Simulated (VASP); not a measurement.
# Al in VASP: relaxation of the atoms with PBE

Aim: the relaxation of the atoms of Al with PBE.

Program: VASP 6.6.1. These are calculated values, not measurements. Logs are shortened: lines on timing, memory, paths and dates and some standing lists are left out, and cuts for length are marked.

**1. The cell of the first run**

The cell holds a slab with vacuum, 5 atoms: a = 2.857 Å, b = 2.857 Å, c = 24.082 Å, α = 90.00°, β = 90.00°, γ = 90.00°.

**2. Relaxation of the atoms, PBE**

INCAR reads:

```
ALGO = Normal ; DIPOL = 0.5 0.5 0.500
EDIFF = 1E-7 ; EDIFFG = -0.01
ENCUT = 520 ; GGA = PE
IBRION = 2 ; IDIPOL = 3
ISIF = 2 ; ISMEAR = -1
LASPH = True ; LCHARG = False
LDIPOL = True ; LREAL = False
LWAVE = False ; NELM = 100
NSW = 32 ; PREC = Accurate
SIGMA = 0.08
```

KPOINTS reads:

```
k-points
0
Gamma
  14 14 1
```

POSCAR reads:

```
Al
1.0
    2.8574853682      0.0000000000      0.0000000000
    0.0000000000      2.8574853682      0.0000000000
    0.0000000000      0.0000000000     24.0822000000
Al
5
Direct
    0.0000000000      0.0000000000      0.3291663618
    0.5000000000      0.5000000000      0.4144188660
    0.0000000000      0.0000000000      0.4999999984
    0.5000000000      0.5000000000      0.5855811344
    0.0000000000      0.0000000000      0.6708336395
```

Potentials or basis: VASP PAW PBE potentials, release 64 (Al).

The run is started by

```
cat potpaw_PBE.64/Al/POTCAR > POTCAR
mpirun -np 1 vasp_std > vasp.out
```

OUTCAR:

```text
EDIFF = 1E-7
   EDIFFG = -0.01
   ENCUT = 520
   GGA = PE
   IBRION = 2
   ISIF = 2
   ISMEAR = -1
   LASPH = True
   LREAL = False
   NELM = 100
   NSW = 32
   PREC = Accurate

 ion  position               nearest neighbor table
   1  0.000  0.000  0.329-   2 2.88   2 2.88   2 2.88   2 2.88
   2  0.500  0.500  0.414-   1 2.88   1 2.88   1 2.88   1 2.88   3 2.89   3 2.89   3 2.89   3 2.89

   3  0.000  0.000  0.500-   2 2.89   2 2.89   2 2.89   2 2.89   4 2.89   4 2.89   4 2.89   4 2.89

   4  0.500  0.500  0.586-   5 2.88   5 2.88   5 2.88   5 2.88   3 2.89   3 2.89   3 2.89   3 2.89

   5  0.000  0.000  0.671-   4 2.88   4 2.88   4 2.88   4 2.88

  LATTYP: Found a simple tetragonal cell.
 ALAT       =     2.8574853682
 C/A-ratio  =     8.4277596897

  Lattice vectors:

 A1 = (   2.8574853682,   0.0000000000,   0.0000000000)
 A2 = (   0.0000000000,   2.8574853682,   0.0000000000)
 A3 = (   0.0000000000,   0.0000000000,  24.0822000000)

Analysis of symmetry for initial positions (statically):
=====================================================================
 Subroutine PRICEL returns:
 Original cell was already a primitive cell.

 Routine SETGRP: Setting up the symmetry group for a
 simple tetragonal supercell.

 Subroutine GETGRP returns: Found 16 space group operations
 (whereof 16 operations were pure point group operations)
 out of a pool of 16 trial point group operations.

The static configuration has the point symmetry D_4h.

Analysis of symmetry for dynamics (positions and initial velocities):
=====================================================================
 Subroutine PRICEL returns:
 Original cell was already a primitive cell.

 Routine SETGRP: Setting up the symmetry group for a
 simple tetragonal supercell.

 Subroutine GETGRP returns: Found 16 space group operations
 (whereof 16 operations were pure point group operations)
 out of a pool of 16 trial point group operations.

The dynamic configuration has the point symmetry D_4h.

 Subroutine INISYM returns: Found 16 space group operations
 (whereof 16 operations are pure point group operations),
 and found     1 'primitive' translations

----------------------------------------------------------------------------------------

                                     Primitive cell

  volume of cell :     196.6365

  direct lattice vectors                    reciprocal lattice vectors
     2.857485368  0.000000000  0.000000000     0.349958047  0.000000000  0.000000000
     0.000000000  2.857485368  0.000000000     0.000000000  0.349958047  0.000000000
     0.000000000  0.000000000 24.082200000     0.000000000  0.000000000  0.041524445

  length of vectors
     2.857485368  2.857485368 24.082200000     0.349958047  0.349958047  0.041524445

  position of ions in fractional coordinates (direct lattice)
     0.000000000  0.000000000  0.329166362
     0.500000000  0.500000000  0.414418866
     0.000000000  0.000000000  0.499999998
     0.500000000  0.500000000  0.585581134
     0.000000000  0.000000000  0.670833640

  ion indices of the primitive-cell ions
   primitive index   ion index
                 1           1
                 2           2
                 3           3
                 4           4
                 5           5

----------------------------------------------------------------------------------------

 KPOINTS: k-points

Automatic generation of k-mesh.
 Grid dimensions read from file:
 generate k-points for:   14   14    1

 Generating k-lattice:

  Cartesian coordinates                     Fractional coordinates (reciprocal lattice)
     0.024997003  0.000000000  0.000000000     0.071428571  0.000000000  0.000000000
     0.000000000  0.024997003  0.000000000     0.000000000  0.071428571  0.000000000
     0.000000000  0.000000000  0.041524445     0.000000000  0.000000000  1.000000000

  Length of vectors
     0.024997003  0.024997003  0.041524445

  Shift w.r.t. Gamma in fractional coordinates (k-lattice)
     0.000000000  0.000000000  0.000000000

 Subroutine IBZKPT returns following result:
 ===========================================

 Found     36 irreducible k-points:

 Following reciprocal coordinates:
            Coordinates               Weight
  0.000000  0.000000  0.000000      1.000000
  0.071429  0.000000  0.000000      4.000000
  0.142857  0.000000  0.000000      4.000000
  0.214286  0.000000  0.000000      4.000000
  0.285714  0.000000  0.000000      4.000000
  0.357143  0.000000  0.000000      4.000000
[... 16 lines left out ...]
  0.285714  0.214286  0.000000      8.000000
  0.357143  0.214286  0.000000      8.000000
 [... further k-points ...]
   k-points           NKPTS =     36   k-points in BZ     NKDIM =     36   number of bands    NBANDS=     11
   number of dos      NEDOS =    301   number of ions     NIONS =      5
   total plane-waves  NPLWV = 103680
   dimension x,y,z NGX =    24 NGY =   24 NGZ =  180
   dimension x,y,z NGXF=    48 NGYF=   48 NGZF=  360
   ions per type =               5
   NGX,Y,Z   is equivalent  to a cutoff of  13.96, 13.96, 12.43 a.u.
   NGXF,Y,Z  is equivalent  to a cutoff of  27.93, 27.93, 24.85 a.u.
 SYSTEM =  unknown system
   PREC   = accura    normal or accurate (medium, high low for compatibility)
   ISTART =      0    job   : 0-new  1-cont  2-samecut
   ICHARG =      2    charge: 1-file 2-atom 10-const
   ISPIN  =      1    spin polarized calculation?
   LNONCOLLINEAR =      F non collinear calculations
   LSORBIT =      F    spin-orbit coupling
   LASPH  =      T    aspherical Exc in radial PAW
   ENCUT  =  520.0 eV  38.22 Ry    6.18 a.u.   5.31  5.31 44.78*2*pi/ulx,y,z
   NELM   =    100;   NELMIN=  2; NELMDL= -5     # of ELM steps
   EDIFF  = 0.1E-06   stopping-criterion for ELM
   LREAL  =      F    real-space projection
   EDIFFG = -.1E-01   stopping-criterion for IOM
   NSW    =     32    number of steps for IOM
   IBRION =      2    ionic relax: 0-MD 1-quasi-New 2-CG
   NFREE  =      1    steps in history (QN), initial steepest desc. (CG)
   ISIF   =      2    stress and relaxation
   ISYM   =      2    0-nonsym 1-usesym 2-fastsym
   POTIM  = 0.5000    time-step for ionic-motion
   TEBEG  =    0.0;   TEEND  =   0.0 temperature during run
   PSTRESS=    0.0 pullay stress
   NELECT =      15.0000    total number of electrons
   NUPDOWN=      -1.0000    fix difference up-down
   EMIN   =  10.00;   EMAX   =-10.00  energy-range for DOS
   EFERMI =   0.00;   METHOD = LEGACY
   ISMEAR =    -1;   SIGMA  =   0.08  broadening in eV -4-tet -1-fermi 0-gaus
   EFERMI_NEDOS =   21; number of points for ismear=-14 and -15
   IALGO  =     38    algorithm
   IMIX   =      4    mixing-type and parameters
     AMIX     =   0.40;   BMIX     =  1.00
     AMIX_MAG =   1.60;   BMIX_MAG =  1.00
  volume/ion in A,a.u.               =      39.33       265.39
  Fermi-wavevector in a.u.,A,eV,Ry     =   0.694305  1.312047  6.558824  0.482060
  Thomas-Fermi vector in A             =   1.776762
   LORBIT       =      0    0 simple, 1 ext, 2 COOP (PROOUT), +10 PAW based schemes
   GGA     = PE    functional components
   LHFCALC =     F    Hartree Fock is set to
   AEXX    =    0.0000 exact exchange contribution
   IVDW    =     0    specifies the selected vdW correction
   LEPSILON=     F    determine dielectric tensor
   LRPA    =     F    only Hartree local field effects (RPA)
 conjugate gradient relaxation of ions
 non-spin polarized calculation
  energy-cutoff  :      520.00
  volume of cell :      196.64
 maximum number of plane-waves:      5352
 NGX is ok and might be reduce to    24
   NGX = 11   NGY = 11   NGZ = 89

 dipolmoment           0.000000      0.000000      0.000000 electrons x Angstroem

 number of electron      15.0000000 magnetization

 dipolmoment           0.000000      0.000000     -0.000000 electrons x Angstroem

 Free energy of the ion-electron system (eV)
  ---------------------------------------------------
  ext. energy  EPLUGINS =         0.00000000
  ---------------------------------------------------
  free energy    TOTEN  =       -17.80360417 eV

  energy without entropy =      -17.75190588  energy(sigma->0) =      -17.77775502

 E-fermi :   0.9205     XC(G=0):  -5.1265

 val. band max:        0.9163273935   @ k =   0.2857   0.2143   0.0000
 cond. band min:       0.9225099568   @ k =   0.4286   0.4286   0.0000
 fundamental gap:      0.0061825634
 Fermi energy:         0.9205368003

 k-point     1 :       0.0000    0.0000    0.0000
  band No.  band energies     occupation
      1      -9.7699      2.00000
      2      -8.8678      2.00000
      3      -7.4221      2.00000
      4      -5.4959      2.00000
      5      -3.0986      2.00000
      6      -1.2329      2.00000
      7       1.7839      0.00004
      8       3.9120      0.00000
      9       4.8484      0.00000
     10       5.8402      0.00000
     11       5.9486      0.00000

 k-point     2 :       0.0714    0.0000    0.0000
  band No.  band energies     occupation
      1      -9.6776      2.00000
      2      -8.7759      2.00000
      3      -7.3310      2.00000
      4      -5.4057      2.00000
      5      -3.0088      2.00000
      6      -1.1471      2.00000
      7       1.8690      0.00001
      8       3.9981      0.00000
      9       4.8897      0.00000
     10       4.9566      0.00000
     11       5.7037      0.00000
[... 295 lines left out ...]
 k-point    24 :       0.3571    0.2143    0.0000
  band No.  band energies     occupation
      1      -6.6646      2.00000
      2      -5.7791      2.00000
      3      -4.3590      2.00000
      4      -2.4645      2.00000
      5      -1.7243      2.00000
      6      -0.8626      2.00000
      7      -0.1130      2.00000
      8       0.5441      1.98207
      9       1.6198      0.00032
     10       2.4392      0.00000
     11       3.3464      0.00000

 [... further k-points ...]

------------------------ aborting loop because EDIFF is reached ----------------------------------------

 vacuum level on the upper side and lower side of the slab       (xc-potential included)        -0.066        -0.066

  FORCE on cell =-STRESS in cart. coord.  units (eV):
  Direction    XX          YY          ZZ          XY          YZ          ZX
  --------------------------------------------------------------------------------------
  -------------------------------------------------------------------------------------
  Total       -2.1081946     -2.1081946     -0.0175028      0.0000000      0.0000000      0.0000000
  in kB      -17.1773864    -17.1773864     -0.1426110      0.0000000      0.0000000      0.0000000
  external PRESSURE =     -11.4991280 kB  Pullay stress =       0.0000000 kB

 VOLUME and BASIS-vectors are now :
 -----------------------------------------------------------------------------
  energy-cutoff  :      520.00
  volume of cell :      196.64
      direct lattice vectors                 reciprocal lattice vectors
     2.857485368  0.000000000  0.000000000     0.349958047  0.000000000  0.000000000
     0.000000000  2.857485368  0.000000000     0.000000000  0.349958047  0.000000000
     0.000000000  0.000000000 24.082200000     0.000000000  0.000000000  0.041524445

 POSITION                                       TOTAL-FORCE (eV/Angst)
 -----------------------------------------------------------------------------------
      0.00000      0.00000      7.92705        -0.000000      0.000000      0.000756
      1.42874      1.42874      9.98012        -0.000000     -0.000000      0.002220
      0.00000      0.00000     12.04110        -0.000000      0.000000      0.000000
      1.42874      1.42874     14.10208         0.000000     -0.000000     -0.002220
      0.00000      0.00000     16.15515         0.000000      0.000000     -0.000756
 -----------------------------------------------------------------------------------
    total drift:                               -0.000000      0.000000     -0.000000

  FREE ENERGIE OF THE ION-ELECTRON SYSTEM (eV)
  ---------------------------------------------------
  free  energy   TOTEN  =       -17.8036041722 eV

  energy  without entropy=      -17.7519058774  energy(sigma->0) =      -17.77775502

 reached required accuracy - stopping structural energy minimisation

 vacuum level on the upper side and lower side of the slab         5.157         5.157
```

It took 2.1 min on 1 thread of Intel Xeon 8259CL, shared host; peak memory 0.32 GiB.

Results:

```
Free energy            : -17.8036 eV
Band gap on the k mesh : zero (an odd number of electrons rules out a gap without spin polarisation)
```

Forces in eV/Å, atoms in the order of the input:
```
Al   0.000  0.000  0.001
Al   0.000  0.000  0.002
Al   0.000  0.000  0.000
Al   0.000  0.000 -0.002
Al   0.000  0.000 -0.001
```

Final structure:
```cif
data_structure
_symmetry_space_group_name_H-M 'P 1'
_symmetry_Int_Tables_number 1
_cell_length_a 2.8575
_cell_length_b 2.8575
_cell_length_c 24.0822
_cell_angle_alpha 90.000
_cell_angle_beta 90.000
_cell_angle_gamma 90.000
_cell_volume 196.64
loop_
_atom_site_label
_atom_site_type_symbol
_atom_site_fract_x
_atom_site_fract_y
_atom_site_fract_z
_atom_site_occupancy
Al1 Al 0.00000 0.00000 0.32917 1
Al2 Al 0.50000 0.50000 0.41442 1
Al3 Al 0.00000 0.00000 0.50000 1
Al4 Al 0.50000 0.50000 0.58558 1
Al5 Al 0.00000 0.00000 0.67083 1
```

Levels at points of the mesh, in eV from the Fermi level:
| k point | band 6 | band 7 | band 8 | band 9 | band 10 | band 11 |
| --- | --- | --- | --- | --- | --- | --- |
| (0.00, 0.00, 0.00) | -2.15 | 0.86 | 2.99 | 3.93 | 4.92 | 5.03 |
| (0.50, 0.00, 0.00) | -3.93 | -2.22 | -1.91 | -0.01 | 0.69 | 1.71 |
| (0.50, 0.50, 0.00) | -1.12 | -0.46 | -0.32 | -0.32 | -0.04 | 1.04 |

Caveat: the relaxation stopped at its first step, so nothing moved.
